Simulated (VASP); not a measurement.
# V (Im-3m) in VASP: single point with PBE

Aim: the single point of V with PBE.

All numbers are computed with VASP 6.6.1; they aren't measurements. Logs are shortened: lines on timing, memory, paths and dates and some standing lists are left out, and cuts for length are marked.

**1. The cell of the first run**

Symmetry: Im-3m, No. 229, cubic system. Conventional cell: a = 3.001 Å, b = 3.001 Å, c = 3.001 Å, α = 90.00°, β = 90.00°, γ = 90.00°. V (site symmetry m-3m) has 14 V at 2.60 to 3.00 Å within 3.4 Å.

**2. Single point, PBE**

INCAR reads:

```
SYSTEM = V
PREC     = Accurate       ! precision mode
ENCUT    = 500            ! plane-wave cutoff, eV
EDIFF    = 1E-6           ! SCF threshold, eV
ISMEAR   = 0              ! smearing method
SIGMA    = 0.1            ! smearing width, eV
LREAL    = .False.        ! projectors in reciprocal space
LASPH    = .True.         ! aspherical terms in the spheres
NELM     = 120            ! most SCF steps
ALGO     = Normal         ! electronic algorithm
ISIF     = 2              ! what is computed and relaxed
LWAVE    = .False.        ! write WAVECAR
LCHARG   = .False.        ! write CHGCAR
GGA      = PE             ! functional
NBANDS   = 12             ! bands
GGA_COMPAT= .False.
```

KPOINTS reads:

```
Automatic mesh
0
Gamma
  10 10 10
  0 0 0
```

POSCAR reads:

```
V
1.0
   -1.5006654678      1.5006654678      1.5006654678
    1.5006654678     -1.5006654678      1.5006654678
    1.5006654678      1.5006654678     -1.5006654678
V
1
Direct
    0.0000000000      0.0000000000      0.0000000000
```

Potentials or basis: VASP PAW PBE potentials, release 64 (V_sv).

Launch:

```sh
> cat potpaw_PBE.64/V_sv/POTCAR > POTCAR
> mpirun -np 1 vasp_std > vasp.out
```

OUTCAR:

```text
SYSTEM = V
   PREC = Accurate
   ENCUT = 500
   EDIFF = 1E-6
   ISMEAR = 0
   LREAL = .False.
   LASPH = .True.
   NELM = 120
   ISIF = 2
   GGA = PE

 ion  position               nearest neighbor table
   1  0.000  0.000  0.000-

  LATTYP: Found a body centered cubic cell.
 ALAT       =     3.0013309356

  Lattice vectors:

 A1 = (  -1.5006654678,   1.5006654678,   1.5006654678)
 A2 = (   1.5006654678,  -1.5006654678,   1.5006654678)
 A3 = (   1.5006654678,   1.5006654678,  -1.5006654678)

Analysis of symmetry for initial positions (statically):
=====================================================================
 Subroutine PRICEL returns:
 Original cell was already a primitive cell.

 Routine SETGRP: Setting up the symmetry group for a
 body centered cubic supercell.

 Subroutine GETGRP returns: Found 48 space group operations
 (whereof 48 operations were pure point group operations)
 out of a pool of 48 trial point group operations.

The static configuration has the point symmetry O_h .

Analysis of symmetry for dynamics (positions and initial velocities):
=====================================================================
 Subroutine PRICEL returns:
 Original cell was already a primitive cell.

 Routine SETGRP: Setting up the symmetry group for a
 body centered cubic supercell.

 Subroutine GETGRP returns: Found 48 space group operations
 (whereof 48 operations were pure point group operations)
 out of a pool of 48 trial point group operations.

The dynamic configuration has the point symmetry O_h .

 Subroutine INISYM returns: Found 48 space group operations
 (whereof 48 operations are pure point group operations),
 and found     1 'primitive' translations

----------------------------------------------------------------------------------------

                                     Primitive cell

  volume of cell :      13.5180

  direct lattice vectors                    reciprocal lattice vectors
    -1.500665468  1.500665468  1.500665468     0.000000000  0.333185517  0.333185517
     1.500665468 -1.500665468  1.500665468     0.333185517  0.000000000  0.333185517
     1.500665468  1.500665468 -1.500665468     0.333185517  0.333185517  0.000000000

  length of vectors
     2.599228835  2.599228835  2.599228835     0.471195477  0.471195477  0.471195477

  position of ions in fractional coordinates (direct lattice)
     0.000000000  0.000000000  0.000000000

  ion indices of the primitive-cell ions
   primitive index   ion index
                 1           1

----------------------------------------------------------------------------------------

 KPOINTS: Automatic mesh

Automatic generation of k-mesh.
 Grid dimensions read from file:
 generate k-points for:   10   10   10

 Generating k-lattice:

  Cartesian coordinates                     Fractional coordinates (reciprocal lattice)
     0.000000000  0.033318552  0.033318552     0.100000000  0.000000000  0.000000000
     0.033318552  0.000000000  0.033318552     0.000000000  0.100000000  0.000000000
     0.033318552  0.033318552  0.000000000     0.000000000  0.000000000  0.100000000

  Length of vectors
     0.047119548  0.047119548  0.047119548

  Shift w.r.t. Gamma in fractional coordinates (k-lattice)
     0.000000000  0.000000000  0.000000000

 Subroutine IBZKPT returns following result:
 ===========================================

 Found     47 irreducible k-points:

 Following reciprocal coordinates:
            Coordinates               Weight
  0.000000  0.000000  0.000000      1.000000
  0.100000  0.000000  0.000000     12.000000
  0.200000  0.000000  0.000000     12.000000
  0.300000  0.000000  0.000000     12.000000
  0.400000  0.000000  0.000000     12.000000
  0.500000  0.000000  0.000000      6.000000
[... 16 lines left out ...]
  0.300000  0.300000  0.100000      8.000000
 -0.300000  0.300000  0.100000     24.000000
 [... further k-points ...]
   k-points           NKPTS =     47   k-points in BZ     NKDIM =     47   number of bands    NBANDS=     12
   number of dos      NEDOS =    301   number of ions     NIONS =      1
   total plane-waves  NPLWV =   8000
   dimension x,y,z NGX =    20 NGY =   20 NGZ =   20
   dimension x,y,z NGXF=    40 NGYF=   40 NGZF=   40
   ions per type =               1
   NGX,Y,Z   is equivalent  to a cutoff of  12.79, 12.79, 12.79 a.u.
   NGXF,Y,Z  is equivalent  to a cutoff of  25.58, 25.58, 25.58 a.u.
 SYSTEM =  V
   PREC   = accura    normal or accurate (medium, high low for compatibility)
   ISTART =      0    job   : 0-new  1-cont  2-samecut
   ICHARG =      2    charge: 1-file 2-atom 10-const
   ISPIN  =      1    spin polarized calculation?
   LNONCOLLINEAR =      F non collinear calculations
   LSORBIT =      F    spin-orbit coupling
   LASPH  =      T    aspherical Exc in radial PAW
   ENCUT  =  500.0 eV  36.75 Ry    6.06 a.u.   4.74  4.74  4.74*2*pi/ulx,y,z
   NELM   =    120;   NELMIN=  2; NELMDL= -5     # of ELM steps
   EDIFF  = 0.1E-05   stopping-criterion for ELM
   LREAL  =      F    real-space projection
   EDIFFG = 0.1E-04   stopping-criterion for IOM
   NSW    =      0    number of steps for IOM
   IBRION =     -1    ionic relax: 0-MD 1-quasi-New 2-CG
   NFREE  =      0    steps in history (QN), initial steepest desc. (CG)
   ISIF   =      2    stress and relaxation
   ISYM   =      2    0-nonsym 1-usesym 2-fastsym
   POTIM  = 0.5000    time-step for ionic-motion
   TEBEG  =    0.0;   TEEND  =   0.0 temperature during run
   PSTRESS=    0.0 pullay stress
   NELECT =      13.0000    total number of electrons
   NUPDOWN=      -1.0000    fix difference up-down
   EMIN   =  10.00;   EMAX   =-10.00  energy-range for DOS
   EFERMI =   0.00;   METHOD = LEGACY
   ISMEAR =     0;   SIGMA  =   0.10  broadening in eV -4-tet -1-fermi 0-gaus
   EFERMI_NEDOS =   21; number of points for ismear=-14 and -15
   IALGO  =     38    algorithm
   IMIX   =      4    mixing-type and parameters
     AMIX     =   0.40;   BMIX     =  1.00
     AMIX_MAG =   1.60;   BMIX_MAG =  1.00
  volume/ion in A,a.u.               =      13.52        91.22
  Fermi-wavevector in a.u.,A,eV,Ry     =   1.615916  3.053638 35.527314  2.611184
  Thomas-Fermi vector in A             =   2.710586
   LORBIT       =      0    0 simple, 1 ext, 2 COOP (PROOUT), +10 PAW based schemes
   GGA     = PE    functional components
   LHFCALC =     F    Hartree Fock is set to
   AEXX    =    0.0000 exact exchange contribution
   IVDW    =     0    specifies the selected vdW correction
   LEPSILON=     F    determine dielectric tensor
   LRPA    =     F    only Hartree local field effects (RPA)
 non-spin polarized calculation
 Gauss-broadening in eV      SIGMA  =   0.10
  energy-cutoff  :      500.00
  volume of cell :       13.52
 maximum number of plane-waves:       370
   NGX =  9   NGY =  9   NGZ =  9

 number of electron      12.9999990 magnetization

 Free energy of the ion-electron system (eV)
  ---------------------------------------------------
  ext. energy  EPLUGINS =         0.00000000
  ---------------------------------------------------
  free energy    TOTEN  =        -8.99543085 eV

  energy without entropy =       -8.98664082  energy(sigma->0) =       -8.99103584

 E-fermi :   9.6477     XC(G=0): -12.8916

 val. band max:        9.6198906801   @ k =   0.3000   0.0000   0.0000
 cond. band min:       9.6582647650   @ k =   0.1000   0.1000   0.0000
 fundamental gap:      0.0383740849
 Fermi energy:         9.6477003965

 k-point     1 :       0.0000    0.0000    0.0000
  band No.  band energies     occupation
      1     -54.1116      2.00000
      2     -27.4160      2.00000
      3     -27.4160      2.00000
      4     -27.4160      2.00000
      5       3.0826      2.00000
      6      10.0396      0.00000
      7      10.0396      0.00000
      8      10.0396      0.00000
      9      12.0364      0.00000
     10      12.0364      0.00000
     11      30.1247      0.00000
     12      30.1247      0.00000

 k-point     2 :       0.1000    0.0000    0.0000
  band No.  band energies     occupation
      1     -54.0933      2.00000
      2     -27.5044      2.00000
      3     -27.4432      2.00000
      4     -27.4168      2.00000
      5       3.4801      2.00000
      6       9.8739      0.00138
      7       9.9945      0.00000
      8      10.3225      0.00000
      9      11.8626      0.00000
     10      12.0484      0.00000
     11      29.3914      0.00000
     12      30.0077      0.00000

 k-point     3 :       0.2000    0.0000    0.0000
  band No.  band energies     occupation
      1     -54.0452      2.00000
      2     -27.7314      2.00000
      3     -27.5133      2.00000
      4     -27.4185      2.00000
      5       4.5551      2.00000
      6       9.4632      1.99093
      7       9.7563      0.12442
      8      11.1123      0.00000
      9      11.6811      0.00000
     10      12.1002      0.00000
     11      27.2173      0.00000
     12      29.0276      0.00000

 k-point     4 :       0.3000    0.0000    0.0000
  band No.  band energies     occupation
      1     -53.9851      2.00000
      2     -28.0049      2.00000
      3     -27.5990      2.00000
      4     -27.4206      2.00000
      5       5.8328      2.00000
      6       8.9947      2.00000
      7       9.6199      1.30589
      8      11.8037      0.00000
      9      12.2072      0.00000
     10      12.2164      0.00000
     11      24.1160      0.00000
     12      27.3583      0.00000

 k-point     5 :       0.4000    0.0000    0.0000
  band No.  band energies     occupation
      1     -53.9360      2.00000
      2     -28.2210      2.00000
      3     -27.6675      2.00000
      4     -27.4223      2.00000
      5       6.4347      2.00000
      6       8.6423      2.00000
      7      10.4485      0.00000
      8      12.0039      0.00000
      9      12.3330      0.00000
     10      13.2611      0.00000
     11      21.1497      0.00000
     12      26.0221      0.00000
[... 228 lines left out ...]
      1     -53.9087      2.00000
      2     -28.1176      2.00000
      3     -27.8089      2.00000
      4     -27.5764      2.00000
      5       7.7634      2.00000
      6       8.4021      2.00000
      7       9.2118      2.00000
      8      12.2446      0.00000
      9      12.4309      0.00000
     10      16.5653      0.00000
     11      20.2273      0.00000
     12      22.3692      0.00000

 k-point    22 :      -0.2000    0.2000    0.1000
  band No.  band energies     occupation
      1     -54.0287      2.00000
      2     -27.7328      2.00000
      3     -27.5421      2.00000
      4     -27.4857      2.00000
      5       4.8978      2.00000
      6       9.7148      0.34237
      7       9.8286      0.01053
      8      11.0319      0.00000
      9      11.0385      0.00000
     10      12.4385      0.00000
     11      27.2927      0.00000
     12      29.0929      0.00000

 k-point    23 :       0.3000    0.3000    0.1000
  band No.  band energies     occupation
      1     -53.9015      2.00000
      2     -27.9744      2.00000
      3     -27.9744      2.00000
      4     -27.6032      2.00000
      5       8.0030      2.00000
      6       8.7488      2.00000
      7       8.7488      2.00000
      8      12.3765      0.00000
      9      12.3765      0.00000
     10      18.8268      0.00000
     11      18.8268      0.00000
     12      20.7136      0.00000

 k-point    24 :      -0.3000    0.3000    0.1000
  band No.  band energies     occupation
      1     -53.9704      2.00000
      2     -27.9922      2.00000
      3     -27.6293      2.00000
      4     -27.4846      2.00000
      5       6.1323      2.00000
      6       9.2849      2.00000
      7       9.4277      1.99814
      8      11.3037      0.00000
      9      12.1450      0.00000
     10      12.6302      0.00000
     11      24.3390      0.00000
     12      27.3651      0.00000

 [... further k-points ...]
[... 5 lines left out ...]
  --------------------------------------------------------------------------------------
  -------------------------------------------------------------------------------------
  Total        0.0217252      0.0217252      0.0217252      0.0000000      0.0000000     -0.0000000
  in kB        2.5749115      2.5749115      2.5749115      0.0000000      0.0000000     -0.0000000
  external PRESSURE =       2.5749115 kB  Pullay stress =       0.0000000 kB

 VOLUME and BASIS-vectors are now :
 -----------------------------------------------------------------------------
  energy-cutoff  :      500.00
  volume of cell :       13.52
      direct lattice vectors                 reciprocal lattice vectors
    -1.500665468  1.500665468  1.500665468     0.000000000  0.333185517  0.333185517
     1.500665468 -1.500665468  1.500665468     0.333185517  0.000000000  0.333185517
     1.500665468  1.500665468 -1.500665468     0.333185517  0.333185517  0.000000000

 POSITION                                       TOTAL-FORCE (eV/Angst)
 -----------------------------------------------------------------------------------
      0.00000      0.00000      0.00000         0.000000      0.000000      0.000000
 -----------------------------------------------------------------------------------
    total drift:                                0.000000     -0.000000      0.000000

  FREE ENERGIE OF THE ION-ELECTRON SYSTEM (eV)
  ---------------------------------------------------
  free  energy   TOTEN  =        -8.9954308484 eV

  energy  without entropy=       -8.9866408250  energy(sigma->0) =       -8.99103584
```

Wall time 10 s (1 thread of Intel Xeon 8259CL, shared host); peak memory 0.12 GiB.

Results:

```yaml
Free_energy: -8.9954 eV
Pressure: 0.3 GPa
```

Levels at points of the mesh, in eV from the Fermi level:
| k point | band 2 | band 3 | band 4 | band 5 | band 6 | band 7 | band 8 | band 9 | band 10 | band 11 |
| --- | --- | --- | --- | --- | --- | --- | --- | --- | --- | --- |
| (0.00, 0.00, 0.00) | -37.06 | -37.06 | -37.06 | -6.57 | 0.39 | 0.39 | 0.39 | 2.39 | 2.39 | 20.48 |
| (0.50, 0.00, 0.00) | -37.95 | -37.34 | -37.07 | -3.16 | -1.13 | 1.64 | 2.39 | 2.74 | 4.06 | 10.11 |
| (0.50, 0.50, 0.50) | -37.67 | -37.67 | -37.67 | -2.98 | -2.98 | 3.68 | 3.68 | 3.68 | 10.18 | 10.18 |
